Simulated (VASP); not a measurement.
Here is a VASP 6.6.1 calculation.

Contents of INCAR:

```
SYSTEM = Fe
ALGO = Normal ; EDIFF = 1E-7
ENCUT = 520 ; ISIF = 2
ISMEAR = -1 ; ISPIN = 2
LASPH = .True. ; LCHARG = .True.
LELF = .True. ; LMAXMIX = 4
LORBIT = 11 ; LREAL = .False.
LVHAR = .True. ; LWAVE = .False.
MAGMOM = 3 ; NBANDS = 14
NELM = 150 ; PREC = Accurate
SIGMA = 0.05
```

The input KPOINTS:

```
k-points
0
Gamma
  16 16 16
  0 0 0
```

Contents of POSCAR:

```
Fe
1.0
    0.0000000000      1.9417396906      2.0240583172
    1.4984397099      0.0000000000      2.0240583172
    1.4984397099      1.9417396906      0.0000000000
Fe
1
Direct
    0.0000000000      0.0000000000      0.0000000000
```

Potentials or basis: VASP PAW LDA potentials, release 64 (Fe).

Command:

```sh
$ cat potpaw_LDA.64/Fe/POTCAR > POTCAR
$ mpirun -np 1 vasp_std > vasp.out
```

Question: What does it give for the net moment?

Answer: 2.20 μB per cell.

Question: Predict the pressure.

Answer: -22.7 GPa.

Question: What does it give for the site moments?

Answer: Fe +2.18 μB.

Stress tensor (GPa, compression positive):
```
-26.73   0.00   0.00
  0.00 -17.92   0.00
  0.00   0.00 -23.37
```

Caveat: the cell differs from its parent crystal (zz strain of +3 %).
